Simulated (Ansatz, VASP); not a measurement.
**One calculation of BiSbS4, two programs**

```
CELL_PARAMETERS angstrom
-3.23000 3.23000 7.10000
3.23000 -3.23000 7.10000
3.23000 3.23000 -7.10000
ATOMIC_POSITIONS crystal
Sb 0.00000 0.00000 0.00000
Sb 0.75000 0.25000 0.50000
Bi 0.25000 0.75000 0.50000
Bi 0.50000 0.50000 0.00000
S 0.64500 0.05500 0.89000
S 0.16500 0.75500 0.11000
S 0.94500 0.83500 0.59000
S 0.24500 0.35500 0.41000
S 0.58500 0.49500 0.39000
S 0.80500 0.41500 0.91000
S 0.10500 0.19500 0.61000
S 0.50500 0.89500 0.09000
```

Alike in both runs: task relaxation of cell and atoms; functional PBE; k mesh 3 × 3 × 3; occupations gaussian, width 0.15 eV; no spin polarisation.

|  | VASP | Ansatz |
| --- | --- | --- |
| version | VASP 6.6.1 | Ansatz 0.2.0 |
| potentials or method | VASP PAW PBE potentials, release 64 (Sb, Bi_d, S), cutoff 500 eV | scalar-relativistic, plane waves, PAW |
| valence electrons in the cell | 88 | 108 |

|  | VASP | Ansatz | Ansatz less VASP |
| --- | --- | --- | --- |
| gap on the k mesh at the Fermi level, each at its own relaxed structure (eV) | 0.59 | 0.56 | -0.022 |
| relaxed volume (Å³/atom) | 25.06 | 25.01 | -0.046 |
| relaxed length of the cell vector where the two differ most in proportion (Å) | 8.659 | 8.625 | -0.0338 |

VASP's potentials hold 88 valence electrons a cell and Ansatz's 108, so a difference there can come from the potentials and not from the codes.

The k mesh is coarse, so the values compare programs but aren't converged. Neither program's run includes spin-orbit coupling.
